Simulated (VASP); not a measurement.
# Lu3Au (Fm-3m) in VASP: single point with PBE

Aim: the single point of Lu3Au with PBE.

All numbers are computed with VASP 6.6.1; they aren't measurements. Logs are shortened: lines on timing, memory, paths and dates and some standing lists are left out, and cuts for length are marked.

### Step 1. The cell of the first run

It takes space group Fm-3m (No. 225, cubic). The conventional cell has a = 7.409 Å, b = 7.409 Å, c = 7.409 Å, α = 90.00°, β = 90.00°, γ = 90.00°. Within 4.2 Å of Lu (site symmetry -43m) lie 10 Lu at 3.21 to 3.70 Å and 4 Au at 3.21 Å. Lu (site symmetry m-3m) has 8 Lu at 3.21 Å and 6 Au at 3.70 Å within 4.2 Å. Au (site symmetry m-3m) has 14 Lu at 3.21 to 3.70 Å within 4.2 Å.

The cell was built from a structure type or drawn by symmetry, and may not be a known phase.

### Step 2. Single point, PBE

INCAR

```
SYSTEM = Lu3Au
  PREC = Accurate
  ENCUT = 520
  EDIFF = 1E-7
  ISMEAR = 0
  SIGMA = 0.1
  LREAL = .FALSE.
  LASPH = .TRUE.
  NELM = 100
  ALGO = Normal
  ISIF = 2
  LWAVE = .FALSE.
  LCHARG = .FALSE.
  GGA = PE
  NBANDS = 51
```

KPOINTS

```
regular mesh
0
G
  4 4 4
  0 0 0
```

POSCAR

```
Lu3Au
1.0
    0.0000000000      3.7045423200      3.7045423200
    3.7045423200      0.0000000000      3.7045423200
    3.7045423200      3.7045423200      0.0000000000
Lu Au
3 1
Direct
    0.2500000000      0.2500000000      0.2500000000
    0.7500000000      0.7500000000      0.7500000000
    0.5000000000      0.5000000000      0.5000000000
    0.0000000000      0.0000000000      0.0000000000
```

Potentials or basis: VASP PAW PBE potentials, release 64 (Lu, Au).

Command:

```sh
$ cat potpaw_PBE.64/Lu/POTCAR potpaw_PBE.64/Au/POTCAR > POTCAR
$ mpirun -np 1 vasp_std > vasp.out
```

OUTCAR:

```text
SYSTEM = Lu3Au
   PREC = Accurate
   ENCUT = 520
   EDIFF = 1E-7
   ISMEAR = 0
   LREAL = .FALSE.
   LASPH = .TRUE.
   NELM = 100
   ISIF = 2
   GGA = PE

 ion  position               nearest neighbor table
   1  0.250  0.250  0.250-   4 3.21   4 3.21   4 3.21   3 3.21   4 3.21   3 3.21   3 3.21   3 3.21
                             2 3.70   2 3.70   2 3.70   2 3.70   2 3.70   2 3.70
   2  0.750  0.750  0.750-   3 3.21   3 3.21   3 3.21   3 3.21   4 3.21   4 3.21   4 3.21   4 3.21
                             1 3.70   1 3.70   1 3.70   1 3.70   1 3.70   1 3.70
   3  0.500  0.500  0.500-   1 3.21   1 3.21   1 3.21   1 3.21   2 3.21   2 3.21   2 3.21   2 3.21
                             4 3.70   4 3.70   4 3.70   4 3.70   4 3.70   4 3.70
   4  0.000  0.000  0.000-   2 3.21   2 3.21   2 3.21   1 3.21   2 3.21   1 3.21   1 3.21   1 3.21
                             3 3.70   3 3.70   3 3.70   3 3.70   3 3.70   3 3.70

  LATTYP: Found a face centered cubic cell.
 ALAT       =     7.4090846400

  Lattice vectors:

 A1 = (   0.0000000000,   3.7045423200,   3.7045423200)
 A2 = (   3.7045423200,   0.0000000000,   3.7045423200)
 A3 = (   3.7045423200,   3.7045423200,   0.0000000000)

Analysis of symmetry for initial positions (statically):
=====================================================================
 Subroutine PRICEL returns:
 Original cell was already a primitive cell.

 Routine SETGRP: Setting up the symmetry group for a
 face centered cubic supercell.

 Subroutine GETGRP returns: Found 48 space group operations
 (whereof 48 operations were pure point group operations)
 out of a pool of 48 trial point group operations.

The static configuration has the point symmetry O_h .

Analysis of symmetry for dynamics (positions and initial velocities):
=====================================================================
 Subroutine PRICEL returns:
 Original cell was already a primitive cell.

 Routine SETGRP: Setting up the symmetry group for a
 face centered cubic supercell.

 Subroutine GETGRP returns: Found 48 space group operations
 (whereof 48 operations were pure point group operations)
 out of a pool of 48 trial point group operations.

The dynamic configuration has the point symmetry O_h .

 Subroutine INISYM returns: Found 48 space group operations
 (whereof 48 operations are pure point group operations),
 and found     1 'primitive' translations

----------------------------------------------------------------------------------------

                                     Primitive cell

  volume of cell :     101.6796

  direct lattice vectors                    reciprocal lattice vectors
     0.000000000  3.704542320  3.704542320    -0.134969439  0.134969439  0.134969439
     3.704542320  0.000000000  3.704542320     0.134969439 -0.134969439  0.134969439
     3.704542320  3.704542320  0.000000000     0.134969439  0.134969439 -0.134969439

  length of vectors
     5.239013991  5.239013991  5.239013991     0.233773926  0.233773926  0.233773926

  position of ions in fractional coordinates (direct lattice)
     0.250000000  0.250000000  0.250000000
     0.750000000  0.750000000  0.750000000
     0.500000000  0.500000000  0.500000000
     0.000000000  0.000000000  0.000000000

  ion indices of the primitive-cell ions
   primitive index   ion index
                 1           1
                 2           2
                 3           3
                 4           4

----------------------------------------------------------------------------------------

 KPOINTS: regular mesh

Automatic generation of k-mesh.
 Grid dimensions read from file:
 generate k-points for:    4    4    4

 Generating k-lattice:

  Cartesian coordinates                     Fractional coordinates (reciprocal lattice)
    -0.033742360  0.033742360  0.033742360     0.250000000  0.000000000  0.000000000
     0.033742360 -0.033742360  0.033742360     0.000000000  0.250000000  0.000000000
     0.033742360  0.033742360 -0.033742360     0.000000000  0.000000000  0.250000000

  Length of vectors
     0.058443482  0.058443482  0.058443482

  Shift w.r.t. Gamma in fractional coordinates (k-lattice)
     0.000000000  0.000000000  0.000000000

 Subroutine IBZKPT returns following result:
 ===========================================

 Found      8 irreducible k-points:

 Following reciprocal coordinates:
            Coordinates               Weight
  0.000000  0.000000  0.000000      1.000000
  0.250000  0.000000  0.000000      8.000000
  0.500000  0.000000  0.000000      4.000000
  0.250000  0.250000  0.000000      6.000000
  0.500000  0.250000  0.000000     24.000000
 -0.250000  0.250000  0.000000     12.000000
  0.500000  0.500000  0.000000      3.000000
 -0.250000  0.500000  0.250000      6.000000
   k-points           NKPTS =      8   k-points in BZ     NKDIM =      8   number of bands    NBANDS=     51
   number of dos      NEDOS =    301   number of ions     NIONS =      4
   total plane-waves  NPLWV =  64000
   dimension x,y,z NGX =    40 NGY =   40 NGZ =   40
   dimension x,y,z NGXF=    80 NGYF=   80 NGZF=   80
   ions per type =               3   1
   NGX,Y,Z   is equivalent  to a cutoff of  12.69, 12.69, 12.69 a.u.
   NGXF,Y,Z  is equivalent  to a cutoff of  25.39, 25.39, 25.39 a.u.
 SYSTEM =  Lu3Au
   PREC   = accura    normal or accurate (medium, high low for compatibility)
   ISTART =      0    job   : 0-new  1-cont  2-samecut
   ICHARG =      2    charge: 1-file 2-atom 10-const
   ISPIN  =      1    spin polarized calculation?
   LNONCOLLINEAR =      F non collinear calculations
   LSORBIT =      F    spin-orbit coupling
   LASPH  =      T    aspherical Exc in radial PAW
   ENCUT  =  520.0 eV  38.22 Ry    6.18 a.u.   9.74  9.74  9.74*2*pi/ulx,y,z
   NELM   =    100;   NELMIN=  2; NELMDL= -5     # of ELM steps
   EDIFF  = 0.1E-06   stopping-criterion for ELM
   LREAL  =      F    real-space projection
   EDIFFG = 0.1E-05   stopping-criterion for IOM
   NSW    =      0    number of steps for IOM
   IBRION =     -1    ionic relax: 0-MD 1-quasi-New 2-CG
   NFREE  =      0    steps in history (QN), initial steepest desc. (CG)
   ISIF   =      2    stress and relaxation
   ISYM   =      2    0-nonsym 1-usesym 2-fastsym
   POTIM  = 0.5000    time-step for ionic-motion
   TEBEG  =    0.0;   TEEND  =   0.0 temperature during run
   PSTRESS=    0.0 pullay stress
   NELECT =      86.0000    total number of electrons
   NUPDOWN=      -1.0000    fix difference up-down
   EMIN   =  10.00;   EMAX   =-10.00  energy-range for DOS
   EFERMI =   0.00;   METHOD = LEGACY
   ISMEAR =     0;   SIGMA  =   0.10  broadening in eV -4-tet -1-fermi 0-gaus
   EFERMI_NEDOS =   21; number of points for ismear=-14 and -15
   IALGO  =     38    algorithm
   IMIX   =      4    mixing-type and parameters
     AMIX     =   0.40;   BMIX     =  1.00
     AMIX_MAG =   1.60;   BMIX_MAG =  1.00
  volume/ion in A,a.u.               =      25.42       171.54
  Fermi-wavevector in a.u.,A,eV,Ry     =   1.548210  2.925692 32.612525  2.396953
  Thomas-Fermi vector in A             =   2.653193
   LORBIT       =      0    0 simple, 1 ext, 2 COOP (PROOUT), +10 PAW based schemes
   GGA     = PE    functional components
   LHFCALC =     F    Hartree Fock is set to
   AEXX    =    0.0000 exact exchange contribution
   IVDW    =     0    specifies the selected vdW correction
   LEPSILON=     F    determine dielectric tensor
   LRPA    =     F    only Hartree local field effects (RPA)
 non-spin polarized calculation
 Gauss-broadening in eV      SIGMA  =   0.10
  energy-cutoff  :      520.00
  volume of cell :      101.68
 maximum number of plane-waves:      2764
 NGX is ok and might be reduce to    40
   NGX = 19   NGY = 19   NGZ = 19

 number of electron      85.9999977 magnetization

 Free energy of the ion-electron system (eV)
  ---------------------------------------------------
  ext. energy  EPLUGINS =         0.00000000
  ---------------------------------------------------
  free energy    TOTEN  =       -17.37647905 eV

  energy without entropy =      -17.34880058  energy(sigma->0) =      -17.36263981

 E-fermi :   3.8071     XC(G=0): -11.1528

 val. band max:        3.8009686455   @ k =   0.2500   0.2500   0.0000
 cond. band min:       3.8931047614   @ k =  -0.2500   0.2500   0.0000
 fundamental gap:      0.0921361159
 Fermi energy:         3.8071345280

 k-point     1 :       0.0000    0.0000    0.0000
  band No.  band energies     occupation
      1     -52.8922      2.00000
      2     -52.7631      2.00000
      3     -52.7626      2.00000
      4     -23.6818      2.00000
      5     -23.6818      2.00000
      6     -23.6818      2.00000
[... 43 lines left out ...]
     50       8.5815      0.00000
     51       8.6063      0.00000

 k-point     2 :       0.2500    0.0000    0.0000
  band No.  band energies     occupation
      1     -52.8881      2.00000
      2     -52.7655      2.00000
      3     -52.7644      2.00000
      4     -23.7121      2.00000
      5     -23.7121      2.00000
      6     -23.7027      2.00000
[... 43 lines left out ...]
     50       7.3464      0.00000
     51       7.5632      0.00000

 k-point     3 :       0.5000    0.0000    0.0000
  band No.  band energies     occupation
      1     -52.8838      2.00000
      2     -52.7686      2.00000
      3     -52.7656      2.00000
      4     -23.7362      2.00000
      5     -23.7362      2.00000
      6     -23.6907      2.00000
[... 43 lines left out ...]
     50       6.4749      0.00000
     51       8.2273      0.00000

 k-point     4 :       0.2500    0.2500    0.0000
  band No.  band energies     occupation
      1     -52.8867      2.00000
      2     -52.7663      2.00000
      3     -52.7649      2.00000
      4     -23.7502      2.00000
      5     -23.7502      2.00000
      6     -23.6527      2.00000
[... 43 lines left out ...]
     50       7.0329      0.00000
     51       7.4403      0.00000

 k-point     5 :       0.5000    0.2500    0.0000
  band No.  band energies     occupation
      1     -52.8823      2.00000
      2     -52.7688      2.00000
      3     -52.7669      2.00000
      4     -23.7707      2.00000
      5     -23.7603      2.00000
      6     -23.6618      2.00000
[... 43 lines left out ...]
     50       6.7588      0.00000
     51       7.5096      0.00000

 k-point     6 :      -0.2500    0.2500    0.0000
  band No.  band energies     occupation
      1     -52.8838      2.00000
      2     -52.7674      2.00000
      3     -52.7668      2.00000
      4     -23.7380      2.00000
      5     -23.7295      2.00000
      6     -23.7165      2.00000
[... 43 lines left out ...]
     50       6.6443      0.00000
     51       7.0021      0.00000

 k-point     7 :       0.5000    0.5000    0.0000
  band No.  band energies     occupation
      1     -52.8809      2.00000
      2     -52.7704      2.00000
      3     -52.7668      2.00000
      4     -23.7998      2.00000
      5     -23.7998      2.00000
      6     -23.5698      2.00000
[... 43 lines left out ...]
     50       6.2172      0.00000
     51       7.5087      0.00000

 k-point     8 :      -0.2500    0.5000    0.2500
  band No.  band energies     occupation
      1     -52.8809      2.00000
      2     -52.7686      2.00000
      3     -52.7686      2.00000
      4     -23.8044      2.00000
      5     -23.7019      2.00000
      6     -23.7019      2.00000
[... 43 lines left out ...]
     50       7.2247      0.00000
     51       7.6604      0.00000

------------------------ aborting loop because EDIFF is reached ----------------------------------------

  FORCE on cell =-STRESS in cart. coord.  units (eV):
  Direction    XX          YY          ZZ          XY          YZ          ZX
  --------------------------------------------------------------------------------------
  -------------------------------------------------------------------------------------
  Total       -0.8997875     -0.8997875     -0.8997875      0.0000000     -0.0000000      0.0000000
  in kB      -14.1780617    -14.1780617    -14.1780617      0.0000000     -0.0000000      0.0000000
  external PRESSURE =     -14.1780617 kB  Pullay stress =       0.0000000 kB

 VOLUME and BASIS-vectors are now :
 -----------------------------------------------------------------------------
  energy-cutoff  :      520.00
  volume of cell :      101.68
      direct lattice vectors                 reciprocal lattice vectors
     0.000000000  3.704542320  3.704542320    -0.134969439  0.134969439  0.134969439
     3.704542320  0.000000000  3.704542320     0.134969439 -0.134969439  0.134969439
     3.704542320  3.704542320  0.000000000     0.134969439  0.134969439 -0.134969439

 POSITION                                       TOTAL-FORCE (eV/Angst)
 -----------------------------------------------------------------------------------
      1.85227      1.85227      1.85227         0.000000      0.000000      0.000000
      5.55681      5.55681      5.55681        -0.000000     -0.000000     -0.000000
      3.70454      3.70454      3.70454        -0.000000      0.000000      0.000000
      0.00000      0.00000      0.00000        -0.000000      0.000000      0.000000
 -----------------------------------------------------------------------------------
    total drift:                               -0.000000     -0.000000      0.000000

  FREE ENERGIE OF THE ION-ELECTRON SYSTEM (eV)
  ---------------------------------------------------
  free  energy   TOTEN  =       -17.3764790484 eV

  energy  without entropy=      -17.3488005781  energy(sigma->0) =      -17.36263981
```

It took 2 min on 1 thread of AMD EPYC 7R13, shared host; peak memory 0.23 GiB.

What came out:

```
Free energy            : -17.3765 eV
Pressure               : -1.4 GPa
Band gap on the k mesh : zero (bands 43 and 44 overlap by 0.44 eV)
```

Caveat: the k points lie up to 0.37 Å⁻¹ apart; spin-orbit coupling is left out, which moves the levels of the heavy elements.
